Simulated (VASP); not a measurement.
Set up this calculation in VASP 6.6.1, as the native input.

| Property | Result |
| --- | --- |
| Task | single point |
| Functional | PBEsol |
| Potentials or basis | VASP PAW PBE potentials, release 64 (Si) |
| Cutoff | 520 eV |
| k mesh | 15 × 15 × 8 |
| Occupations | fermi-dirac, width 0.1 eV |
| Spin | no spin polarisation |
| Dipole correction | no |
| Further INCAR settings | ALGO = Normal; EDIFF = 1e-06; NBANDS = 11 |

The structure of Si lies in POSCAR:

```
Si
1.0
    2.5660567410      0.0000000000      0.0000000000
   -1.2830283705      2.2222703253      0.0000000000
    0.0000000000      0.0000000000      4.3177515599
Si
2
Direct
    0.3333333333      0.6666666667      0.2500000000
    0.6666666667      0.3333333333      0.7500000000
```

This isn't the form of Si at room conditions, which is diamond.

These files were run (other wordings do the same):

INCAR

```
SYSTEM = Si
PREC     = Accurate       ! precision mode
ENCUT    = 520            ! plane-wave cutoff, eV
EDIFF    = 1E-6           ! SCF threshold, eV
ISMEAR   = -1             ! smearing method
SIGMA    = 0.1            ! smearing width, eV
LREAL    = .FALSE.        ! projectors in reciprocal space
LASPH    = .TRUE.         ! aspherical terms in the spheres
NELM     = 60             ! most SCF steps
ALGO     = Normal         ! electronic algorithm
ISIF     = 2              ! what is computed and relaxed
LWAVE    = .FALSE.        ! write WAVECAR
LCHARG   = .FALSE.        ! write CHGCAR
GGA      = PS             ! functional
NBANDS   = 11             ! bands
```

KPOINTS

```
regular mesh
0
G
  15 15 8
  0 0 0
```

Potentials or basis: VASP PAW PBE potentials, release 64 (Si).

Launch:

```bash
$ cat potpaw_PBE.64/Si/POTCAR > POTCAR
$ mpirun -np 1 vasp_std > vasp.out
```

Results of the run:

```
Pressure               : 16.1 GPa
Band gap on the k mesh : zero (bands 4 and 5 overlap by 14.07 eV)
```

Caveat: the cell stands under pressure; the PAW data sets were made with another functional, which shifts forces and pressure a little.

Wall time 26 s on 1 thread of Intel Xeon 8259CL (shared host), peak memory 0.15 GiB.
